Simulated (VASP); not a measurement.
A run of VASP 6.6.1 is set up as follows.

The input INCAR:

```
SYSTEM = MgB2
PREC = Accurate ; ENCUT = 600
EDIFF = 1E-6 ; ISMEAR = -1
SIGMA = 0.05 ; LREAL = .False.
LASPH = .True. ; NELM = 100
ALGO = Normal ; ISIF = 3
LWAVE = .False. ; LCHARG = .False.
GGA = PS ; IBRION = 2
NSW = 80 ; EDIFFG = -0.005
```

KPOINTS

```
Automatic mesh
0
Gamma
  10 10 8
  0 0 0
```

Contents of POSCAR:

```
MgB2
1.0
    3.0850000000      0.0000000000      0.0000000000
   -1.5425000000      2.6716883707      0.0000000000
    0.0000000000      0.0000000000      3.5230000000
Mg B
1 2
Direct
    0.0000000000      0.0000000000      0.0000000000
    0.6666666667      0.3333333333      0.5000000000
    0.3333333333      0.6666666667      0.5000000000
```

Potentials or basis: VASP PAW PBE potentials, release 64 (Mg, B).

Run with:

```console
$ cat potpaw_PBE.64/Mg/POTCAR potpaw_PBE.64/B/POTCAR > POTCAR
$ mpirun -np 1 vasp_std > vasp.out
```

Question: What does it give for the space group after relaxing (to 0.05 Å)?

Answer: P6/mmm (No. 191).

Question: Estimate the relaxed cell.

Answer: a = 3.070 Å, b = 3.070 Å, c = 3.480 Å, α = 90.00°, β = 90.00°, γ = 120.00°.

Final structure:
```xyz
3
Lattice="3.0699 0.0000 0.0000 -1.5350 2.6586 0.0000 0.0000 0.0000 3.4801" Properties=species:S:1:pos:R:3 pbc="T T T"
Mg    0.0000    0.0000    0.0000
B     1.5350    0.8862    1.7401
B     0.0000    1.7724    1.7401
```
